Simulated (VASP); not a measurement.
# Fe (Im-3m) in VASP: a series of runs

The runs below take Fe through single point, with LDA.

Everything below comes from runs of VASP 6.6.1. Logs are shortened: lines on timing, memory, paths and dates and some standing lists are left out, and cuts for length are marked.

## Step 1: The cell of the first run

Symmetry: Im-3m, No. 229, cubic system. Conventional cell: a = 2.750 Å, b = 2.750 Å, c = 2.750 Å, α = 90.00°, β = 90.00°, γ = 90.00°. Within 3.1 Å of Fe (site symmetry m-3m) lie 14 Fe at 2.38 to 2.75 Å.

## Step 2: Single point, LDA, collinear spin, ferromagnetic start

INCAR

```
PREC = Accurate ; ENCUT = 690
EDIFF = 1E-6 ; ISMEAR = 0
SIGMA = 0.05 ; LREAL = False
LASPH = True ; NELM = 200
ALGO = Normal ; ISIF = 2
LWAVE = False ; LCHARG = False
ISPIN = 2 ; MAGMOM = 2.5 2.5
LORBIT = 11 ; LMAXMIX = 4
GGA = CA ; NBANDS = 27
GGA_COMPAT = False
```

KPOINTS

```
regular mesh
0
Gamma
  16 16 16
```

POSCAR

```
Fe
1.0
    2.7497047900      0.0000000000      0.0000000000
    0.0000000000      2.7497047900      0.0000000000
    0.0000000000      0.0000000000      2.7497047900
Fe
2
Direct
    0.0000000000      0.0000000000      0.0000000000
    0.5000000000      0.5000000000      0.5000000000
```

Potentials or basis: VASP PAW LDA potentials, release 64 (Fe_sv).

Launch:

```bash
$ cat potpaw_LDA.64/Fe_sv/POTCAR > POTCAR
$ mpirun -np 1 vasp_std > vasp.out
```

OUTCAR:

```text
PREC = Accurate
   ENCUT = 690
   EDIFF = 1E-6
   ISMEAR = 0
   LREAL = False
   LASPH = True
   NELM = 200
   ISIF = 2
   ISPIN = 2
   LORBIT = 11
   GGA = CA

 ion  position               nearest neighbor table
   1  0.000  0.000  0.000-   2 2.38   2 2.38   2 2.38   2 2.38   2 2.38   2 2.38   2 2.38   2 2.38

   2  0.500  0.500  0.500-   1 2.38   1 2.38   1 2.38   1 2.38   1 2.38   1 2.38   1 2.38   1 2.38

  LATTYP: Found a simple cubic cell.
 ALAT       =     2.7497047900

  Lattice vectors:

 A1 = (   2.7497047900,   0.0000000000,   0.0000000000)
 A2 = (   0.0000000000,   2.7497047900,   0.0000000000)
 A3 = (   0.0000000000,   0.0000000000,   2.7497047900)

Analysis of symmetry for initial positions (statically):
=====================================================================
 Subroutine PRICEL returns following result:

  LATTYP: Found a body centered cubic cell.
 ALAT       =     2.7497047900

  Lattice vectors:

 A1 = (   1.3748523950,   1.3748523950,  -1.3748523950)
 A2 = (  -1.3748523950,   1.3748523950,   1.3748523950)
 A3 = (   1.3748523950,  -1.3748523950,   1.3748523950)

   2 primitive cells build up your supercell.

 Routine SETGRP: Setting up the symmetry group for a
 simple cubic supercell.

 Subroutine GETGRP returns: Found 48 space group operations
 (whereof 48 operations were pure point group operations)
 out of a pool of 48 trial point group operations.

The static configuration has the point symmetry O_h .

Analysis of symmetry for dynamics (positions and initial velocities):
=====================================================================
 Subroutine PRICEL returns following result:

  LATTYP: Found a body centered cubic cell.
 ALAT       =     2.7497047900

  Lattice vectors:

 A1 = (   1.3748523950,   1.3748523950,  -1.3748523950)
 A2 = (  -1.3748523950,   1.3748523950,   1.3748523950)
 A3 = (   1.3748523950,  -1.3748523950,   1.3748523950)

   2 primitive cells build up your supercell.

 Routine SETGRP: Setting up the symmetry group for a
 simple cubic supercell.

 Subroutine GETGRP returns: Found 48 space group operations
 (whereof 48 operations were pure point group operations)
 out of a pool of 48 trial point group operations.

The dynamic configuration has the point symmetry O_h .

Analysis of structural, dynamic, and magnetic symmetry:
=====================================================================
 Subroutine PRICEL returns following result:

  LATTYP: Found a body centered cubic cell.
 ALAT       =     2.7497047900

  Lattice vectors:

 A1 = (   1.3748523950,   1.3748523950,  -1.3748523950)
 A2 = (  -1.3748523950,   1.3748523950,   1.3748523950)
 A3 = (   1.3748523950,  -1.3748523950,   1.3748523950)

   2 primitive cells build up your supercell.

 Routine SETGRP: Setting up the symmetry group for a
 simple cubic supercell.

 Subroutine GETGRP returns: Found 48 space group operations
 (whereof 48 operations were pure point group operations)
 out of a pool of 48 trial point group operations.

The overall configuration has the point symmetry O_h .

 Subroutine INISYM returns: Found 48 space group operations
 (whereof 48 operations are pure point group operations),
 and found     2 'primitive' translations

----------------------------------------------------------------------------------------

                                     Primitive cell

  volume of cell :      10.3951

  direct lattice vectors                    reciprocal lattice vectors
     1.374852395  1.374852395 -1.374852395     0.363675404  0.363675404  0.000000000
    -1.374852395  1.374852395  1.374852395    -0.000000000  0.363675404  0.363675404
     1.374852395 -1.374852395  1.374852395     0.363675404  0.000000000  0.363675404

  length of vectors
     2.381314201  2.381314201  2.381314201     0.514314688  0.514314688  0.514314688

  position of ions in fractional coordinates (direct lattice)
     0.000000000  0.000000000  0.000000000

  ion indices of the primitive-cell ions
   primitive index   ion index
                 1           1

----------------------------------------------------------------------------------------

 KPOINTS: regular mesh

Automatic generation of k-mesh.
 Grid dimensions read from file:
 generate k-points for:   16   16   16

 Generating k-lattice:

  Cartesian coordinates                     Fractional coordinates (reciprocal lattice)
     0.022729713  0.000000000  0.000000000     0.062500000  0.000000000  0.000000000
     0.000000000  0.022729713  0.000000000     0.000000000  0.062500000  0.000000000
     0.000000000  0.000000000  0.022729713     0.000000000  0.000000000  0.062500000

  Length of vectors
     0.022729713  0.022729713  0.022729713

  Shift w.r.t. Gamma in fractional coordinates (k-lattice)
     0.000000000  0.000000000  0.000000000

 Subroutine IBZKPT returns following result:
 ===========================================

 Found    165 irreducible k-points:

 Following reciprocal coordinates:
            Coordinates               Weight
  0.000000  0.000000  0.000000      1.000000
  0.062500  0.000000  0.000000      6.000000
  0.125000  0.000000  0.000000      6.000000
  0.187500  0.000000  0.000000      6.000000
  0.250000  0.000000  0.000000      6.000000
  0.312500  0.000000  0.000000      6.000000
[... 16 lines left out ...]
  0.437500  0.125000  0.000000     24.000000
  0.500000  0.125000  0.000000     12.000000
 [... further k-points ...]
   k-points           NKPTS =    165   k-points in BZ     NKDIM =    165   number of bands    NBANDS=     27
   number of dos      NEDOS =    301   number of ions     NIONS =      2
   total plane-waves  NPLWV =  13824
   dimension x,y,z NGX =    24 NGY =   24 NGZ =   24
   dimension x,y,z NGXF=    48 NGYF=   48 NGZF=   48
   ions per type =               2
   NGX,Y,Z   is equivalent  to a cutoff of  14.51, 14.51, 14.51 a.u.
   NGXF,Y,Z  is equivalent  to a cutoff of  29.02, 29.02, 29.02 a.u.
 SYSTEM =  unknown system
   PREC   = accura    normal or accurate (medium, high low for compatibility)
   ISTART =      0    job   : 0-new  1-cont  2-samecut
   ICHARG =      2    charge: 1-file 2-atom 10-const
   ISPIN  =      2    spin polarized calculation?
   LNONCOLLINEAR =      F non collinear calculations
   LSORBIT =      F    spin-orbit coupling
   LASPH  =      T    aspherical Exc in radial PAW
   ENCUT  =  690.0 eV  50.71 Ry    7.12 a.u.   5.89  5.89  5.89*2*pi/ulx,y,z
   NELM   =    200;   NELMIN=  2; NELMDL= -5     # of ELM steps
   EDIFF  = 0.1E-05   stopping-criterion for ELM
   LREAL  =      F    real-space projection
   EDIFFG = 0.1E-04   stopping-criterion for IOM
   NSW    =      0    number of steps for IOM
   IBRION =     -1    ionic relax: 0-MD 1-quasi-New 2-CG
   NFREE  =      0    steps in history (QN), initial steepest desc. (CG)
   ISIF   =      2    stress and relaxation
   ISYM   =      2    0-nonsym 1-usesym 2-fastsym
   POTIM  = 0.5000    time-step for ionic-motion
   TEBEG  =    0.0;   TEEND  =   0.0 temperature during run
   PSTRESS=    0.0 pullay stress
   NELECT =      32.0000    total number of electrons
   NUPDOWN=      -1.0000    fix difference up-down
   EMIN   =  10.00;   EMAX   =-10.00  energy-range for DOS
   EFERMI =   0.00;   METHOD = LEGACY
   ISMEAR =     0;   SIGMA  =   0.05  broadening in eV -4-tet -1-fermi 0-gaus
   EFERMI_NEDOS =   21; number of points for ismear=-14 and -15
   IALGO  =     38    algorithm
   IMIX   =      4    mixing-type and parameters
     AMIX     =   0.40;   BMIX     =  1.00
     AMIX_MAG =   1.60;   BMIX_MAG =  1.00
  volume/ion in A,a.u.               =      10.40        70.15
  Fermi-wavevector in a.u.,A,eV,Ry     =   1.890190  3.571941 48.611134  3.572818
  Thomas-Fermi vector in A             =   2.931613
   LORBIT       =     11    0 simple, 1 ext, 2 COOP (PROOUT), +10 PAW based schemes
   GGA     = CA    functional components
   LHFCALC =     F    Hartree Fock is set to
   AEXX    =    0.0000 exact exchange contribution
   IVDW    =     0    specifies the selected vdW correction
   LEPSILON=     F    determine dielectric tensor
   LRPA    =     F    only Hartree local field effects (RPA)
 spin polarized calculation
 Gauss-broadening in eV      SIGMA  =   0.05
  energy-cutoff  :      690.00
  volume of cell :       20.79
 maximum number of plane-waves:       876
 NGX is ok and might be reduce to    24

 number of electron      31.9999938 magnetization       3.9158045

 Free energy of the ion-electron system (eV)
  ---------------------------------------------------
  ext. energy  EPLUGINS =         0.00000000
  ---------------------------------------------------
  free energy    TOTEN  =       -18.61955191 eV

  energy without entropy =      -18.61712674  energy(sigma->0) =      -18.61833932

 E-fermi :  13.3211     XC(G=0): -14.6851

 val. band max:       13.3153288847   @ k =   0.5000   0.3750   0.0625
 cond. band min:      13.3214995583   @ k =   0.1250   0.0000   0.0000
 fundamental gap:      0.0061706736
 Fermi energy:        13.3210943442

 spin component 1

 k-point     1 :       0.0000    0.0000    0.0000
  band No.  band energies     occupation
      1     -73.8510      1.00000
      2     -73.6413      1.00000
      3     -40.4818      1.00000
      4     -40.4818      1.00000
      5     -40.4818      1.00000
      6     -40.0712      1.00000
[... 709 lines left out ...]
     26      32.4793      0.00000
     27      36.7462      0.00000

 [... further k-points ...]

 spin component 2

 k-point     1 :       0.0000    0.0000    0.0000
  band No.  band energies     occupation
      1     -71.6991      1.00000
      2     -71.4752      1.00000
      3     -38.4091      1.00000
      4     -38.4091      1.00000
      5     -38.4091      1.00000
      6     -37.9675      1.00000
[... 709 lines left out ...]
     26      33.1252      0.00000
     27      37.2969      0.00000

 [... further k-points ...]

------------------------ aborting loop because EDIFF is reached ----------------------------------------

  FORCE on cell =-STRESS in cart. coord.  units (eV):
  Direction    XX          YY          ZZ          XY          YZ          ZX
  --------------------------------------------------------------------------------------
  -------------------------------------------------------------------------------------
  Total       -0.2485982     -0.2485982     -0.2485982      0.0000000      0.0000000      0.0000000
  in kB      -19.1580044    -19.1580044    -19.1580044      0.0000000      0.0000000      0.0000000
  external PRESSURE =     -19.1580044 kB  Pullay stress =       0.0000000 kB

 VOLUME and BASIS-vectors are now :
 -----------------------------------------------------------------------------
  energy-cutoff  :      690.00
  volume of cell :       20.79
      direct lattice vectors                 reciprocal lattice vectors
     2.749704790  0.000000000  0.000000000     0.363675404  0.000000000  0.000000000
     0.000000000  2.749704790  0.000000000     0.000000000  0.363675404  0.000000000
     0.000000000  0.000000000  2.749704790     0.000000000  0.000000000  0.363675404

 POSITION                                       TOTAL-FORCE (eV/Angst)
 -----------------------------------------------------------------------------------
      0.00000      0.00000      0.00000         0.000000      0.000000      0.000000
      1.37485      1.37485      1.37485        -0.000000     -0.000000     -0.000000
 -----------------------------------------------------------------------------------
    total drift:                                0.000000      0.000000     -0.000000

  FREE ENERGIE OF THE ION-ELECTRON SYSTEM (eV)
  ---------------------------------------------------
  free  energy   TOTEN  =       -18.6195519123 eV

  energy  without entropy=      -18.6171267371  energy(sigma->0) =      -18.61833932

 total charge

# of ion       s       p       d       tot
------------------------------------------
    1        2.203   6.050   5.558  13.811
    2        2.203   6.050   5.558  13.811
--------------------------------------------------
tot          4.406  12.100  11.115  27.621

 magnetization (x)

# of ion       s       p       d       tot
------------------------------------------
    1       -0.000  -0.004   1.925   1.921
    2       -0.000  -0.004   1.925   1.921
--------------------------------------------------
tot         -0.001  -0.008   3.850   3.842
```

It took 2.7 min on 1 thread of Intel Xeon Platinum 8259CL at 2.50GHz (Skylake/Cascade Lake), shared host; peak memory 0.27 GiB.

Results:

- Free energy: -18.6196 eV
- Pressure: -1.9 GPa
- Net moment: 3.92 μB per cell
- Site moments: Fe +1.92 μB
- Valence electrons inside the program's atomic spheres: Fe 13.81

## Step 3: Single point, LDA, collinear spin, ferromagnetic start (10.60 Å³/atom)

INCAR

```
SYSTEM = Fe
  PREC = Accurate
  ENCUT = 690
  EDIFF = 1E-6
  ISMEAR = 0
  SIGMA = 0.05
  LREAL = .False.
  LASPH = .True.
  NELM = 200
  ALGO = Normal
  ISIF = 2
  LWAVE = .False.
  LCHARG = .True.
  ISPIN = 2
  MAGMOM = 2.18
  LORBIT = 11
  LMAXMIX = 4
  GGA = CA
  LELF = .True.
  LVHAR = .True.
  NBANDS = 18
  GGA_COMPAT = .False.
```

KPOINTS

```
regular mesh
0
Gamma
  22 22 22
  0 0 0
```

POSCAR

```
Fe
1.0
   -1.3839576431      1.3839576431      1.3839576431
    1.3839576431     -1.3839576431      1.3839576431
    1.3839576431      1.3839576431     -1.3839576431
Fe
1
Direct
    0.0000000000      0.0000000000      0.0000000000
```

Potentials or basis: VASP PAW LDA potentials, release 64 (Fe_sv).

Launch:

```bash
$ cat potpaw_LDA.64/Fe_sv/POTCAR > POTCAR
$ mpirun -np 1 vasp_std > vasp.out
```

Run time: 67 s. Hardware: 1 thread of Intel Xeon 6975P-C (Granite Rapids), shared host; peak memory 0.24 GiB.

Results (log left out):

```
Free energy                                           : -9.3041 eV
Pressure                                              : -7.0 GPa
Band gap on the k mesh                                : zero (filled and empty bands overlap)
Net moment                                            : 1.97 μB per cell
Site moments                                          : Fe +1.94 μB
Valence electrons inside the program's atomic spheres : Fe 13.80
```

Levels at points of the mesh, in eV from the Fermi level:
Spin up:
| k point | band 7 | band 8 | band 9 | band 10 | band 11 | band 12 |
| --- | --- | --- | --- | --- | --- | --- |
| (0.00, 0.00, 0.00) | -2.45 | -2.45 | -0.94 | -0.94 | 24.89 | 24.89 |
| (0.50, 0.00, 0.00) | -0.90 | -0.71 | 0.29 | 0.61 | 7.96 | 18.48 |
| (0.50, 0.50, 0.50) | 0.30 | 0.30 | 0.30 | 10.15 | 10.15 | 10.15 |
Spin down:
| k point | band 4 | band 5 | band 6 | band 7 | band 8 | band 9 | band 10 | band 11 |
| --- | --- | --- | --- | --- | --- | --- | --- | --- |
| (0.00, 0.00, 0.00) | -51.25 | -8.65 | -0.84 | -0.84 | -0.84 | 1.19 | 1.19 | 25.05 |
| (0.50, 0.00, 0.00) | -51.25 | -4.25 | -2.23 | 0.65 | 1.10 | 1.47 | 2.48 | 9.20 |
| (0.50, 0.50, 0.50) | -51.67 | -3.81 | -3.81 | 2.14 | 2.14 | 2.14 | 10.58 | 10.58 |

Caveat: the cell stands under tension.

## Step 4: Single point, LDA, collinear spin, ferromagnetic start

This run uses another cell than the first one, of the same volume but with other edges.

INCAR

```
PREC = Accurate ; ENCUT = 520
EDIFF = 1E-7 ; ISMEAR = 0
SIGMA = 0.05 ; LREAL = False
LASPH = True ; NELM = 150
ALGO = Fast ; ISIF = 2
LWAVE = False ; LCHARG = False
ISPIN = 2 ; MAGMOM = 2.5 2.5
LORBIT = 11 ; LMAXMIX = 4
NBANDS = 19
```

KPOINTS

```
Automatic mesh
0
Gamma
  20 20 12
```

POSCAR

```
Fe
1.0
   -1.3748523950      1.3748523950      1.3748523950
    1.3748523950     -1.3748523950      1.3748523950
    2.7497047900      2.7497047900      0.0000000000
Fe
2
Direct
    0.0000000000      0.0000000000      0.0000000000
    0.5000000000      0.5000000000      0.5000000000
```

Potentials or basis: VASP PAW LDA potentials, release 64 (Fe).

Launch:

```bash
$ cat potpaw_LDA.64/Fe/POTCAR > POTCAR
$ mpirun -np 1 vasp_std > vasp.out
```

It took 4.3 min on 1 thread of Intel Xeon 6975P-C (Granite Rapids), shared host; peak memory 0.49 GiB.

Results (log left out):

| Quantity | Value |
| --- | --- |
| Free energy | -18.4511 eV |
| Pressure | -0.5 GPa |
| Net moment | 3.95 μB per cell |
| Site moments | Fe +1.94 μB |
| Valence electrons inside the program's atomic spheres | Fe 7.48 |

Stress tensor (GPa, compression positive):
```
-0.44  0.05  0.00
 0.05 -0.44  0.00
 0.00  0.00 -0.57
```

Levels at points of the mesh, in eV from the Fermi level:
Spin up:
| k point | band 6 | band 7 | band 8 | band 9 | band 10 | band 11 | band 12 | band 13 | band 14 | band 15 |
| --- | --- | --- | --- | --- | --- | --- | --- | --- | --- | --- |
| (0.00, 0.00, 0.00) | -2.50 | -0.95 | -0.95 | -0.91 | -0.72 | 0.36 | 0.63 | 8.16 | 18.96 | 21.44 |
| (0.50, 0.00, 0.00) | -2.96 | -1.05 | -1.05 | -0.52 | -0.52 | 2.66 | 2.66 | 11.75 | 11.75 | 12.83 |
| (0.50, 0.50, 0.00) | -0.72 | 0.31 | 0.31 | 0.31 | 0.36 | 0.63 | 8.16 | 10.40 | 10.40 | 10.40 |
| (0.00, 0.00, 0.50) | -2.66 | -1.17 | -1.17 | -1.08 | -1.08 | -0.87 | -0.87 | 16.71 | 16.71 | 22.01 |
| (0.50, 0.00, 0.50) | -0.91 | -0.72 | -0.72 | 0.36 | 0.36 | 0.63 | 0.63 | 8.16 | 8.16 | 18.96 |
| (0.50, 0.50, 0.50) | -2.07 | -1.34 | -1.34 | 0.47 | 0.47 | 5.51 | 5.51 | 8.59 | 8.59 | 14.63 |
Spin down:
| k point | band 3 | band 4 | band 5 | band 6 | band 7 | band 8 | band 9 | band 10 |
| --- | --- | --- | --- | --- | --- | --- | --- | --- |
| (0.00, 0.00, 0.00) | -2.31 | -0.90 | -0.90 | -0.90 | 0.74 | 1.08 | 1.16 | 1.17 |
| (0.50, 0.00, 0.00) | -2.28 | -2.28 | -1.70 | -1.70 | 0.90 | 0.90 | 1.52 | 1.52 |
| (0.50, 0.50, 0.00) | -3.93 | -2.32 | 0.75 | 1.08 | 1.45 | 2.14 | 2.14 | 2.14 |
| (0.00, 0.00, 0.50) | -1.64 | -1.64 | -1.20 | -1.20 | 0.62 | 0.62 | 0.83 | 0.83 |
| (0.50, 0.00, 0.50) | -2.32 | -2.32 | 0.74 | 0.74 | 1.08 | 1.08 | 1.45 | 1.45 |
| (0.50, 0.50, 0.50) | -2.63 | -2.63 | -0.51 | -0.51 | 0.32 | 0.32 | 2.32 | 2.32 |

## Step 5: Overview

| potentials or basis | cell | k mesh | cutoff (eV) | gap on the mesh (eV) | pressure (GPa) | moment (μB) |
| --- | --- | --- | --- | --- | --- | --- |
| VASP PAW LDA potentials, release 64 (Fe_sv) | a = 2.750 Å, 2 atoms, atomic positions A | 16 × 16 × 16 | 690 | none | -1.9 | 3.92 |
| VASP PAW LDA potentials, release 64 (Fe_sv) | a = 2.397 Å, angles 109.5°, 1 atom, atomic positions B | 22 × 22 × 22 | 690 | none | -7.0 | 1.97 |
| VASP PAW LDA potentials, release 64 (Fe) | a = 2.381, b = 2.381, c = 3.889 Å, angles 90.0, 90.0, 109.5°, 2 atoms, atomic positions A | 20 × 20 × 12 | 520 | none | -0.5 | 3.95 |

Alike in all rows: task single point; level LDA; spin collinear, ferromagnetic start; smearing gaussian 0.05 eV.

Caveats: the cell stands under tension (at least some runs).

Total energies depend on the potentials used, so only differences within one code and one set of settings carry meaning.
